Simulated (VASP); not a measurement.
# In2O3 (I2_13) in VASP: further runs, part 2 of 2

VASP 6.6.1. The steps go on from the part before.

## 3. Electric field gradients, PBE

Contents of INCAR:

```
SYSTEM = In2O3
PREC     = Accurate       ! precision mode
ENCUT    = 520            ! plane-wave cutoff, eV
EDIFF    = 1E-8           ! SCF threshold, eV
ISMEAR   = -1             ! smearing method
SIGMA    = 0.02           ! smearing width, eV
LREAL    = Auto         
LASPH    = .True.         ! aspherical terms in the spheres
NELM     = 100            ! most SCF steps
ALGO     = Normal         ! electronic algorithm
ISIF     = 2              ! what is computed and relaxed
LWAVE    = .False.        ! write WAVECAR
LCHARG   = .False.        ! write CHGCAR
GGA      = PE             ! functional
LEFG     = .True.       
NBANDS   = 202            ! bands
```

Contents of KPOINTS:

```
regular mesh
0
Gamma
  3 3 3
  0 0 0
```

Contents of POSCAR:

```
In2O3
1.0
   -5.0600000000      5.0600000000      5.0600000000
    5.0600000000     -5.0600000000      5.0600000000
    5.0600000000      5.0600000000     -5.0600000000
In O
16 24
Direct
    0.5000000000      0.5000000000      0.5000000000
    0.5000000000      0.0000000000      0.0000000000
    0.0000000000      0.5000000000      0.0000000000
    0.0000000000      0.0000000000      0.5000000000
    0.2500000000      0.2710000000      0.0210000000
    0.7500000000      0.2290000000      0.4790000000
    0.0210000000      0.2500000000      0.2710000000
    0.4790000000      0.7500000000      0.2290000000
    0.2710000000      0.0210000000      0.2500000000
    0.2290000000      0.4790000000      0.7500000000
    0.2500000000      0.7920000000      0.5420000000
    0.7500000000      0.7080000000      0.9580000000
    0.5420000000      0.2500000000      0.7920000000
    0.9580000000      0.7500000000      0.7080000000
    0.7920000000      0.5420000000      0.2500000000
    0.7080000000      0.9580000000      0.7500000000
    0.5000000000      0.5000000000      0.2500000000
    0.7500000000      0.2500000000      0.2500000000
    0.0000000000      0.2500000000      0.0000000000
    0.7500000000      0.0000000000      0.5000000000
    0.2500000000      0.5000000000      0.5000000000
    0.2500000000      0.7500000000      0.2500000000
    0.0000000000      0.0000000000      0.2500000000
    0.5000000000      0.7500000000      0.0000000000
    0.5000000000      0.2500000000      0.5000000000
    0.2500000000      0.2500000000      0.7500000000
    0.2500000000      0.0000000000      0.0000000000
    0.0000000000      0.5000000000      0.7500000000
    0.7500000000      0.5000000000      0.5000000000
    0.5000000000      0.2500000000      0.0000000000
    0.7500000000      0.2500000000      0.7500000000
    0.0000000000      0.0000000000      0.7500000000
    0.5000000000      0.7500000000      0.5000000000
    0.0000000000      0.5000000000      0.2500000000
    0.7500000000      0.7500000000      0.2500000000
    0.7500000000      0.0000000000      0.0000000000
    0.5000000000      0.5000000000      0.7500000000
    0.2500000000      0.0000000000      0.5000000000
    0.2500000000      0.7500000000      0.7500000000
    0.0000000000      0.7500000000      0.0000000000
```

Potentials or basis: VASP PAW PBE potentials, release 64 (In_d, O).

Launch:

```
cat potpaw_PBE.64/In_d/POTCAR potpaw_PBE.64/O/POTCAR > POTCAR
mpirun -np 1 vasp_std > vasp.out
```

OUTCAR:

```text
SYSTEM = In2O3
   PREC = Accurate
   ENCUT = 520
   EDIFF = 1E-8
   ISMEAR = -1
   LREAL = Auto
   LASPH = .True.
   NELM = 100
   ISIF = 2
   GGA = PE

 ion  position               nearest neighbor table
   1  0.500  0.500  0.500-  17 2.19  21 2.19  25 2.19  29 2.19  33 2.19  37 2.19  14 3.29  12 3.29
                            16 3.29   9 3.43   5 3.43   7 3.43   6 3.73  10 3.73   8 3.73  11 3.89
   2  0.500  0.000  0.000-  18 2.19  24 2.19  27 2.19  30 2.19  36 2.19  39 2.19  11 3.29  13 3.29
                            16 3.29   6 3.43   9 3.43   8 3.43   5 3.73   7 3.73  10 3.73  14 3.89
   3  0.000  0.500  0.000-  19 2.19  22 2.19  28 2.19  31 2.19  34 2.19  40 2.19  13 3.29  12 3.29
                            15 3.29  10 3.43   8 3.43   5 3.43   7 3.73   6 3.73   9 3.73  11 3.89
   4  0.000  0.000  0.500-  20 2.19  23 2.19  26 2.19  32 2.19  35 2.19  38 2.19  11 3.29  14 3.29
                            15 3.29  10 3.43   7 3.43   6 3.43   5 3.73   9 3.73   8 3.73  13 3.89
   5  0.250  0.271  0.021-  17 2.08  19 2.08  26 2.32  27 2.32  30 2.32  32 2.32   1 3.43   3 3.43
                             8 3.44   7 3.44   9 3.44  10 3.44   2 3.73   4 3.73  13 3.76  14 3.76
   6  0.750  0.229  0.479-  18 2.08  20 2.08  25 2.32  28 2.32  29 2.32  31 2.32   2 3.43   4 3.43
                             8 3.44   9 3.44  10 3.44   7 3.44   1 3.73   3 3.73  14 3.76  13 3.76
   7  0.021  0.250  0.271-  21 2.08  23 2.08  18 2.32  19 2.32  34 2.32  36 2.32   1 3.43   4 3.43
                             5 3.44   6 3.44  10 3.44   9 3.44   3 3.73   2 3.73  15 3.76  16 3.76
   8  0.479  0.750  0.229-  22 2.08  24 2.08  17 2.32  20 2.32  33 2.32  35 2.32   2 3.43   3 3.43
                             5 3.44   6 3.44  10 3.44   9 3.44   4 3.73   1 3.73  15 3.76  16 3.76
   9  0.271  0.021  0.250-  25 2.08  27 2.08  22 2.32  23 2.32  38 2.32  40 2.32   1 3.43   2 3.43
[... 37 lines left out ...]
  39  0.250  0.750  0.750-  11 1.98   2 2.19  10 2.32  14 2.46
  40  0.000  0.750  0.000-  12 1.98   3 2.19   9 2.32  14 2.46

  LATTYP: Found a body centered cubic cell.
 ALAT       =    10.1200000000

  Lattice vectors:

 A1 = (  -5.0600000000,   5.0600000000,   5.0600000000)
 A2 = (   5.0600000000,  -5.0600000000,   5.0600000000)
 A3 = (   5.0600000000,   5.0600000000,  -5.0600000000)

Analysis of symmetry for initial positions (statically):
=====================================================================
 Subroutine PRICEL returns:
 Original cell was already a primitive cell.
[... 1021 lines left out ...]
     -2.53000      2.53000      2.53000         0.450153      0.450153     -0.450153
      2.53000     -2.53000      2.53000        -0.450153      0.450153      0.450153
      2.53000      2.53000     -2.53000         0.450153     -0.450153      0.450153
      0.21252      0.00000      2.53000        -2.797005     -0.000000      0.000000
     -0.21252      5.06000      2.53000         2.797005      0.000000      0.000000
[... 32 lines left out ...]
      6.32500      1.26500      1.26500         0.842454     -1.050249      0.365521
      3.79500     -3.79500      3.79500        -0.842454     -1.050249     -0.365521
 -----------------------------------------------------------------------------------
    total drift:                                0.000008      0.000008      0.000007

  FREE ENERGIE OF THE ION-ELECTRON SYSTEM (eV)
  ---------------------------------------------------
  free  energy   TOTEN  =      -199.1235801751 eV

  energy  without entropy=     -199.1218405229  energy(sigma->0) =     -199.12271035

 Electric field gradients (V/A^2)
---------------------------------------------------------------------
 ion       V_xx      V_yy      V_zz      V_xy      V_xz      V_yz
---------------------------------------------------------------------
   1      -0.000    -0.000    -0.000    75.083    75.083    75.083
   2      -0.000    -0.000     0.000    75.083   -75.078   -75.078
   3       0.000    -0.000    -0.000   -75.078   -75.078    75.083
   4      -0.000     0.000    -0.000   -75.078    75.083   -75.078
   5      -8.740     0.707     8.033     0.001     0.001  -144.567
   6      -8.740     0.707     8.033     0.001     0.001   144.569
[... 32 lines left out ...]
  39     -67.355    31.502    35.853    19.046    -7.791   -24.389
  40     -67.354    31.501    35.853   -19.037    -7.790    24.398
---------------------------------------------------------------------

 Electric field gradients after diagonalization (V/A^2)
 (convention: |V_zz| > |V_xx| > |V_yy|)
----------------------------------------------------------------------
 ion       V_xx      V_yy      V_zz     asymmetry (V_yy - V_xx)/ V_zz
----------------------------------------------------------------------
   1     -75.083   -75.083   150.166       0.000
   2     -75.083   -75.077   150.160       0.000
   3     -75.083   -75.077   150.160       0.000
   4     -75.083   -75.077   150.160       0.000
   5    -140.243    -8.740   148.983       0.883
   6    -140.246    -8.740   148.986       0.883
[... 32 lines left out ...]
  39      60.893    10.105   -70.999       0.715
  40      60.900    10.095   -70.995       0.716
----------------------------------------------------------------------

           NMR quadrupolar parameters

 Cq : quadrupolar parameter    Cq=e*Q*V_zz/h
 eta: asymmetry parameters     (V_yy - V_xx)/ V_zz
 Q  : nuclear electric quadrupole moment in mb (millibarn)
----------------------------------------------------------------------
 ion       Cq(MHz)       eta       Q (mb)
----------------------------------------------------------------------
   1       0.363       0.000       1.000
   2       0.363       0.000       1.000
   3       0.363       0.000       1.000
   4       0.363       0.000       1.000
   5       0.360       0.883       1.000
   6       0.360       0.883       1.000
[... 32 lines left out ...]
  39      -0.172       0.715       1.000
  40      -0.172       0.716       1.000
----------------------------------------------------------------------
```

OSZICAR:

```text
N       E                     dE             d eps       ncg     rms          rms(c)
DAV:   1     0.656580970761E+04    0.65658E+04   -0.14717E+05  1616   0.251E+03
DAV:   2     0.160059354330E+04   -0.49652E+04   -0.48220E+04  1616   0.775E+02
DAV:   3     0.387092034762E+02   -0.15619E+04   -0.14668E+04  1690   0.353E+02
[... 15 lines left out ...]
DAV:  19    -0.199123579995E+03   -0.66269E-07   -0.11654E-07  1776   0.136E-03    0.158E-03
DAV:  20    -0.199123580247E+03   -0.25269E-06   -0.38247E-08  1320   0.111E-03    0.980E-04
DAV:  21    -0.199123580187E+03    0.60536E-07   -0.86708E-09   928   0.528E-04    0.438E-04
DAV:  22    -0.199123580175E+03    0.11554E-07   -0.40648E-09   928   0.386E-04    0.167E-04
DAV:  23    -0.199123580175E+03    0.23283E-09   -0.28936E-09   928   0.272E-04
   1 F= -.19912358E+03 E0= -.19912271E+03  d E =-.173965E-02
```

stdout:

```text
POSCAR found type information on POSCAR InO
 POSCAR found :  2 types and      40 ions
 scaLAPACK will be used
 LDA part: xc-table for (Slater+PW92), standard interpolation
 POSCAR, INCAR and KPOINTS ok, starting setup
 FFT: planning ... GRIDC
 FFT: planning ... GRID_SOFT
 FFT: planning ... GRID
 WAVECAR not read
 entering main loop
ion   1

ion   2

ion   3

ion   4

ion   5

ion   6

ion   7

ion   8

ion   9

ion  10

ion  11

ion  12

ion  13

ion  14

ion  15

ion  16
[... 100 lines left out ...]
ion  26
     0.0000293     4.2505501     3.2204581    13.5249969    -4.7327258     0.1985862
     0.0000403     4.2505500     3.2204581    13.5249968    -4.7327258     0.1985862
     0.0000555     4.2505500     3.2204581    13.5249967    -4.7327257     0.1985862
     0.0000765     4.2505499     3.2204580    13.5249963    -4.7327256     0.1985862

     0.0000293    12.3861103     9.7124754    39.7585417   -14.8874349     0.6275361
     0.0000403    12.3861083     9.7124737    39.7585350   -14.8874324     0.6275360
     0.0000555    12.3861047     9.7124709    39.7585237   -14.8874280     0.6275358
     0.0000765    12.3860988     9.7124662    39.7585047   -14.8874206     0.6275355

ion  27
     0.0000293    -4.2505501     3.2204581    13.5249969     4.7327258     0.1985862
     0.0000403    -4.2505500     3.2204581    13.5249968     4.7327258     0.1985862
     0.0000555    -4.2505500     3.2204581    13.5249967     4.7327257     0.1985862
     0.0000765    -4.2505499     3.2204580    13.5249963     4.7327256     0.1985862

     0.0000293   -12.3861103     9.7124754    39.7585417    14.8874349     0.6275361
     0.0000403   -12.3861083     9.7124737    39.7585350    14.8874324     0.6275360
     0.0000555   -12.3861047     9.7124709    39.7585237    14.8874280     0.6275358
     0.0000765
```

It took 35 min on 1 thread of Oxide Virtual Turin-like, shared host; peak memory 0.8 GiB.

What came out:

```yaml
Free_energy: -199.1236 eV
Pressure: 12.2 GPa
Largest_force: 4.601 eV/Å
Band_gap_on_the_k_mesh: 0.13 eV (least direct gap 0.28 eV)
Largest_electric_field_gradient_by_atom: In +150.2, +149.0, -264.3 (each value once); O -54.5, -71.0 (each value once) V/Å²
```

Forces in eV/Å, atoms in the order of the input:
```
In  -0.450 -0.450 -0.450
In   0.450  0.450 -0.450
In  -0.450  0.450  0.450
In   0.450 -0.450  0.450
In  -2.797  0.000  0.000
In   2.797  0.000  0.000
In   0.000 -2.797  0.000
In   0.000  2.797  0.000
In   0.000  0.000 -2.797
In   0.000  0.000  2.797
In  -4.601  0.000  0.000
In   4.601  0.000  0.000
In   0.000 -4.601  0.000
In   0.000  4.601  0.000
In   0.000  0.000 -4.601
In   0.000  0.000  4.601
O    0.326 -1.532 -0.907
O   -0.326  1.532 -0.907
O    0.326  1.532  0.907
O   -0.326 -1.532  0.907
O   -0.907  0.326 -1.532
O   -0.907 -0.326  1.532
O    0.907  0.326  1.532
O    0.907 -0.326 -1.532
O   -1.532 -0.907  0.326
O    1.532 -0.907 -0.326
O    1.532  0.907  0.326
O   -1.532  0.907 -0.326
O    0.366 -0.842  1.050
O   -0.366  0.842  1.050
O    0.366  0.842 -1.050
O   -0.366 -0.842 -1.050
O    1.050  0.366 -0.842
O    1.050 -0.366  0.842
O   -1.050  0.366  0.842
O   -1.050 -0.366 -0.842
O   -0.842  1.050  0.366
O    0.842  1.050 -0.366
O    0.842 -1.050  0.366
O   -0.842 -1.050 -0.366
```

Levels at points of the mesh, in eV from the valence-band top:
```csv
k point,band 174,band 175,band 176,band 177,band 178,band 179
"(0.00, 0.00, 0.00)",-0.15,-0.15,-0.15,0.13,2.26,2.26
```

Electric field gradients, principal values (V/Å²):
```
 atom    least    middle  greatest (by size)
 1 In  -75.083   -75.083             150.166
 2 In  -75.077   -75.083             150.160
 3 In  -75.077   -75.083             150.160
 4 In  -75.077   -75.083             150.160
 5 In   -8.740  -140.243             148.983
 6 In   -8.740  -140.246             148.986
 7 In   -8.740  -140.243             148.983
 8 In   -8.740  -140.246             148.986
 9 In   -8.740  -140.243             148.983
10 In   -8.740  -140.246             148.986
11 In   52.456   211.821            -264.277
12 In   52.456   211.818            -264.274
13 In   52.456   211.821            -264.277
14 In   52.456   211.818            -264.274
15 In   52.456   211.821            -264.277
16 In   52.456   211.818            -264.274
 17 O   11.381    43.075             -54.456
 18 O   11.390    43.065             -54.455
 19 O   11.382    43.070             -54.452
 20 O   11.389    43.065             -54.454
 21 O   11.381    43.075             -54.456
 22 O   11.390    43.065             -54.455
 23 O   11.382    43.070             -54.452
 24 O   11.389    43.065             -54.454
 25 O   11.381    43.075             -54.456
 26 O   11.390    43.065             -54.455
 27 O   11.382    43.070             -54.452
 28 O   11.389    43.065             -54.454
 29 O   10.096    60.902             -70.998
 30 O   10.102    60.894             -70.996
 31 O   10.105    60.893             -70.999
 32 O   10.095    60.900             -70.995
 33 O   10.096    60.902             -70.998
 34 O   10.102    60.894             -70.996
 35 O   10.105    60.893             -70.999
 36 O   10.095    60.900             -70.995
 37 O   10.096    60.902             -70.998
 38 O   10.102    60.894             -70.996
 39 O   10.105    60.893             -70.999
 40 O   10.095    60.900             -70.995
```

Caveat: the cell stands under pressure; without QUAD_EFG the Cq values of the log hold for a quadrupole moment of 1 mb, not for the nuclei; spin-orbit coupling is left out, which moves the levels of the heavy elements; an odd mesh through Γ misses points on the zone boundary, where band edges can lie; forces of over 1 eV/Å act on the atoms, so gaps and moduli don't describe the material at rest.
